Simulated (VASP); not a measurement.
Here is a VASP 6.6.1 calculation.

File INCAR:

```
SYSTEM = Al2Ga3As5
ALGO = Normal ; EDIFF = 1E-6
ENCUT = 520 ; GGA = PE
ISIF = 2 ; ISMEAR = 0
LASPH = .True. ; LCHARG = .False.
LREAL = .False. ; LWAVE = .False.
NBANDS = 46 ; NELM = 80
PREC = Accurate ; SIGMA = 0.1
```

Contents of KPOINTS:

```
k-points
0
Gamma
  6 6 6
  0 0 0
```

The input POSCAR:

```
Al2Ga3As5
1.0
   -1.9391340000      1.9391340000     13.7117480400
    1.9391340000     -1.9391340000     13.7117480400
    1.9391340000      1.9391340000    -13.7117480400
Al Ga As
2 3 5
Direct
    0.2000000000      0.2000000000      0.0000000000
    0.8000000000      0.8000000000      0.0000000000
    0.0000000000      0.0000000000      0.0000000000
    0.6000000000      0.6000000000      0.0000000000
    0.4000000000      0.4000000000      0.0000000000
    0.5500000000      0.0500000000      0.5000000000
    0.1500000000      0.6500000000      0.5000000000
    0.7500000000      0.2500000000      0.5000000000
    0.3500000000      0.8500000000      0.5000000000
    0.9500000000      0.4500000000      0.5000000000
```

Potentials or basis: VASP PAW PBE potentials, release 64 (Al, Ga_d, As).

The run is started by

```sh
$ cat potpaw_PBE.64/Al/POTCAR potpaw_PBE.64/Ga_d/POTCAR potpaw_PBE.64/As/POTCAR > POTCAR
$ mpirun -np 1 vasp_std > vasp.out
```

(1) Estimate the largest force.

(2) Predict the band gap on the k mesh.

## Answers

(1) 0.088 eV/Å.

(2) 1.19 eV.
